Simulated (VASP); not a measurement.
Write the native input for VASP 6.6.1 that does the following.

- Task: single point
- Functional: PBEsol
- Potentials or basis: VASP PAW PBE potentials, release 64 (O)
- Cutoff: 520 eV
- k mesh: 18 × 18 × 18
- Occupations: fermi-dirac, width 0.136057 eV
- Spin: no spin polarisation
- Dipole correction: no
- Further INCAR settings: ALGO = Normal; EDIFF = 1e-07; NBANDS = 9

The structure of O lies in POSCAR:

```
O
1.0
    0.0000000000      1.5552716791      1.5552716791
    1.5552716791      0.0000000000      1.5552716791
    1.5552716791      1.5552716791      0.0000000000
O
1
Direct
    0.0000000000      0.0000000000      0.0000000000
```

The input as run:

INCAR

```
SYSTEM = O
PREC = Accurate
ENCUT = 520
EDIFF = 1E-7
ISMEAR = -1
SIGMA = 0.13605693000000002
LREAL = .FALSE.
LASPH = .TRUE.
NELM = 100
ALGO = Normal
ISIF = 2
LWAVE = .FALSE.
LCHARG = .FALSE.
GGA = PS
NBANDS = 9
```

KPOINTS

```
regular mesh
0
G
  18 18 18
  0 0 0
```

Potentials or basis: VASP PAW PBE potentials, release 64 (O).

Command:

```bash
$ cat potpaw_PBE.64/O/POTCAR > POTCAR
$ mpirun -np 1 vasp_std > vasp.out
```

Results of the run:

```json
{
  "Pressure": "-0.3 GPa",
  "Band gap on the k mesh": "zero (band 3 reaches 4.65 eV, above the bottom of band 4 at 0.93 eV)"
}
```

Caveat: the PAW data sets were made with another functional, which shifts forces and pressure a little.

It took 7.8 s on 1 thread of Intel Xeon 8259CL, with other jobs on the host, peak memory 0.12 GiB.
